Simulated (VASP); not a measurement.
Set up this calculation in VASP 6.6.1, as the native input.

- Task: relaxation of cell and atoms
- Functional: r2SCAN
- Potentials or basis: VASP PAW PBE potentials, release 64 (Ba_sv, Zr_sv, O)
- Cutoff: 600 eV
- k mesh: 5 × 5 × 5
- Occupations: gaussian, width 0.01 eV
- Spin: no spin polarisation
- Dipole correction: no
- Further INCAR settings: ALGO = Normal; EDIFF = 1e-07; IBRION = 2; EDIFFG = -0.01; NSW = 80; ISIF = 3

The system is BaZrO3.

```
Ba Zr O
1.0
     4.19134    0.00000    0.00000
     0.00000    4.19134    0.00000
     0.00000    0.00000    4.19134
Ba Zr O
1 1 3
Direct
  0.00000 0.00000 0.00000
  0.50000 0.50000 0.50000
  0.00000 0.50000 0.50000
  0.50000 0.00000 0.50000
  0.50000 0.50000 0.00000
```

These files were run (other wordings do the same):

POSCAR

```
BaZrO3
1.0
    4.1913400000      0.0000000000      0.0000000000
    0.0000000000      4.1913400000      0.0000000000
    0.0000000000      0.0000000000      4.1913400000
Ba Zr O
1 1 3
Direct
    0.0000000000      0.0000000000      0.0000000000
    0.5000000000      0.5000000000      0.5000000000
    0.0000000000      0.5000000000      0.5000000000
    0.5000000000      0.0000000000      0.5000000000
    0.5000000000      0.5000000000      0.0000000000
```

INCAR.step1

```
SYSTEM = BaZrO3
PREC = Accurate
ENCUT = 600
ISMEAR = 0
SIGMA = 0.01
LREAL = .FALSE.
LASPH = .TRUE.
NELM = 60
GGA = PE
ALGO = Normal
EDIFF = 1E-4
LWAVE = .TRUE.
LCHARG = .FALSE.
```

INCAR.step2

```
SYSTEM = BaZrO3
PREC = Accurate
ENCUT = 600
EDIFF = 1E-7
ISMEAR = 0
SIGMA = 0.01
LREAL = .FALSE.
LASPH = .TRUE.
NELM = 60
ALGO = Normal
ISIF = 3
LWAVE = .FALSE.
LCHARG = .FALSE.
METAGGA = R2SCAN
LMIXTAU = .TRUE.
IBRION = 2
NSW = 80
EDIFFG = -0.01
ISTART = 1
```

KPOINTS

```
regular mesh
0
G
  5 5 5
  0 0 0
```

Potentials or basis: VASP PAW PBE potentials, release 64 (Ba_sv, Zr_sv, O).

Launch:

```sh
$ cat potpaw_PBE.64/Ba_sv/POTCAR potpaw_PBE.64/Zr_sv/POTCAR potpaw_PBE.64/O/POTCAR > POTCAR
$ cp INCAR.step1 INCAR
$ mpirun -np 1 vasp_std > vasp.out
$ cp INCAR.step2 INCAR
$ mpirun -np 1 vasp_std > vasp.out
```

It gave:

The relaxed volume is 14.95 Å³/atom and the relaxed cell is a = 4.213 Å, b = 4.213 Å, c = 4.213 Å, α = 90.00°, β = 90.00°, γ = 90.00°. The space group after relaxing (to 0.1 Å) is Pm-3m (No. 221), the energy gained by relaxing is 1.8 meV/atom and the ionic steps are 3. The pressure after relaxing is 0.0 GPa and the band gap on the k mesh is 3.77 eV (least direct gap 3.93 eV).

Caveat: the PAW data sets were made with another functional, which shifts forces and pressure a little; spin-orbit coupling is left out, which moves the levels of the heavy elements; an odd mesh through Γ misses points on the zone boundary, where band edges can lie.

It took 6.8 min on 1 thread of Intel Xeon 8259CL (shared host), peak memory 0.24 GiB.
